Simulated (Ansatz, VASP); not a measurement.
# SnSe: VASP beside Ansatz

POSCAR

```
SnSe
1.0
    3.3737528432      0.0000000000      0.0000000000
    0.0000000000      3.3737528432      0.0000000000
    0.0000000000      0.0000000000      3.3737528432
Se Sn
1 1
Direct
    0.0000000000      0.0000000000      0.0000000000
    0.5000000000      0.5000000000      0.5000000000
```

The input INCAR.step1:

```
SYSTEM = SnSe
ALGO     = Normal         ! electronic algorithm
EDIFF    = 1E-4           ! SCF threshold, eV
ENCUT    = 520            ! plane-wave cutoff, eV
GGA      = PE             ! functional
ISMEAR   = 0              ! smearing method
LASPH    = .True.         ! aspherical terms in the spheres
LCHARG   = .False.        ! write CHGCAR
LREAL    = .False.        ! projectors in reciprocal space
LWAVE    = .True.         ! write WAVECAR
NBANDS   = 17             ! bands
NELM     = 100            ! most SCF steps
PREC     = Accurate       ! precision mode
SIGMA    = 0.05           ! smearing width, eV
```

INCAR.step2

```
SYSTEM = SnSe
ALGO     = Normal         ! electronic algorithm
EDIFF    = 1E-6           ! SCF threshold, eV
ENCUT    = 520            ! plane-wave cutoff, eV
ISIF     = 2              ! what is computed and relaxed
ISMEAR   = 0              ! smearing method
ISTART   = 1            
IVDW     = 12             ! dispersion correction
LASPH    = .True.         ! aspherical terms in the spheres
LCHARG   = .True.         ! write CHGCAR
LELF     = .True.         ! ELF
LMIXTAU  = .True.       
LREAL    = .False.        ! projectors in reciprocal space
LVHAR    = .True.       
LWAVE    = .False.        ! write WAVECAR
METAGGA  = R2SCAN         ! meta-GGA
NBANDS   = 17             ! bands
NELM     = 100            ! most SCF steps
PREC     = Accurate       ! precision mode
SIGMA    = 0.05           ! smearing width, eV
VDW_A1   = 0.49484001   
VDW_A2   = 5.73083694   
VDW_S6   = 1.0          
VDW_S8   = 0.78981345
```

The input KPOINTS:

```
k-points
0
Gamma
  10 10 10
  0 0 0
```

Input for Ansatz:

```yaml
crystal:
  lattice:
    - [3.3737528432, 0.0, 0.0]
    - [0.0, 3.3737528432, 0.0]
    - [0.0, 0.0, 3.3737528432]
  atoms:
    - { symbol: Se, position: [0.0, 0.0, 0.0] }
    - { symbol: Sn, position: [0.5, 0.5, 0.5] }
basis:
  ecutwfc: 500
  ecutrho_ratio: 4
kpoints:
  mp_grid: { grid: [10, 10, 10] }
hamiltonian:
  xc: r2scan
  dispersion: d3bj
scf:
  occupations: { method: gaussian, width: 0.05 }
output:
  forces: true
  stress: true
  eigenvalues: true
```

Alike in both runs: task single point; functional r2SCAN; dispersion D3(BJ); k mesh 10 × 10 × 10; occupations gaussian, width 0.05 eV; no spin polarisation.

|  | VASP | Ansatz |
| --- | --- | --- |
| version | VASP 6.6.1 | Ansatz 0.2.0 |
| potentials or method | VASP PAW PBE potentials, release 64 (Se, Sn_d), cutoff 520 eV | scalar-relativistic, plane waves, PAW |
| valence electrons in the cell | 20 | 30 |

Ansatz gave:

| Quantity | Value |
| --- | --- |
| gap on the k mesh at the Fermi level (eV) | none |
| pressure (GPa) | 20.4 |

Q: Estimate VASP's values.

A: gap on the k mesh at the Fermi level (eV): none; pressure (GPa): 20.6.

VASP's potentials were made for PBE, not for r2SCAN. A gap of «none» marks a metal or a gap that the smearing closes. VASP's potentials hold 20 valence electrons a cell and Ansatz's 30, so a difference there can come from the potentials and not from the codes. Ansatz's warnings: dispersion damping borrowed.
